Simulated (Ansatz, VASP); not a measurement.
**Two plane-wave programs on Te2Mo**

File INCAR:

```
SYSTEM = Te2Mo
PREC = Accurate
ENCUT = 520
EDIFF = 1E-6
ISMEAR = 0
SIGMA = 0.01
LREAL = .FALSE.
LASPH = .TRUE.
NELM = 60
ALGO = Normal
ISIF = 2
LWAVE = .FALSE.
LCHARG = .FALSE.
GGA = PE
NBANDS = 20
```

The input KPOINTS:

```
Automatic mesh
0
G
  12 12 4
  0 0 0
```

POSCAR

```
Te2Mo
1.0
    3.5370852669      0.0000000000      0.0000000000
   -1.7685426335      3.0632056965      0.0000000000
    0.0000000000      0.0000000000      7.8268952034
Te Mo
2 1
Direct
    0.3333333333      0.6666666667      0.7705215857
    0.3333333333      0.6666666667      0.2294784143
    0.0000000000      0.0000000000      0.0000000000
```

Input for Ansatz:

```yaml
crystal:
  lattice:
    - [3.5370852669, 0.0, 0.0]
    - [-1.7685426335, 3.0632056965, 0.0]
    - [0.0, 0.0, 7.8268952034]
  atoms:
    - { symbol: Te, position: [0.3333333333, 0.6666666667, 0.7705215857] }
    - { symbol: Te, position: [0.3333333333, 0.6666666667, 0.2294784143] }
    - { symbol: Mo, position: [0.0, 0.0, 0.0] }
kpoints:
  mp_grid: { grid: [12, 12, 4] }
  band_path:
    path:
      - [0.0, 0.0, 0.0]
      - [0.5, 0.0, 0.0]
      - [0.3333333333, 0.3333333333, 0.0]
      - [0.0, 0.0, 0.5]
      - [0.5, 0.0, 0.5]
      - [0.3333333333, 0.3333333333, 0.5]
      - [0.192708, 0.192708, 0.0]
    npoints: 1
hamiltonian:
  xc: pbe
scf:
  occupations: { method: fixed }
  n_extra_bands: 4
output:
  forces: true
  stress: true
  eigenvalues: true
```

Alike in both runs: task single point; functional PBE; k mesh 12 × 12 × 4; no spin polarisation.

|  | VASP | Ansatz |
| --- | --- | --- |
| version | VASP 6.6.1 | Ansatz 0.2.0 |
| potentials or method | VASP PAW PBE potentials, release 64 (Te, Mo_sv) | plane waves, PAW |
| plane-wave cutoff (eV) | 520 | 420 |
| occupations | gaussian, width 0.01 eV | fixed |
| valence electrons in the cell | 26 | 46 |

Ansatz gave:

| Item | Value |
| --- | --- |
| gap on the k mesh at the Fermi level (eV) | 1.06 |
| pressure (GPa) | 1.8 |
| traceless stress, the component that is largest in VASP (GPa) | 0.75 |
| rms of the force components (eV/Å) | 0.091 |

Task: Which values does VASP return?

Result: gap on the k mesh at the Fermi level (eV): 1.06; pressure (GPa): 1.8; traceless stress, the component that is largest in VASP (GPa): 0.81; rms of the force components (eV/Å): 0.097.

Atom by atom the forces differ by 0.006 eV/Å (rms over components). VASP's potentials hold 26 valence electrons a cell and Ansatz's 46, so a difference there can come from the potentials and not from the codes.

Neither program's run includes spin-orbit coupling.
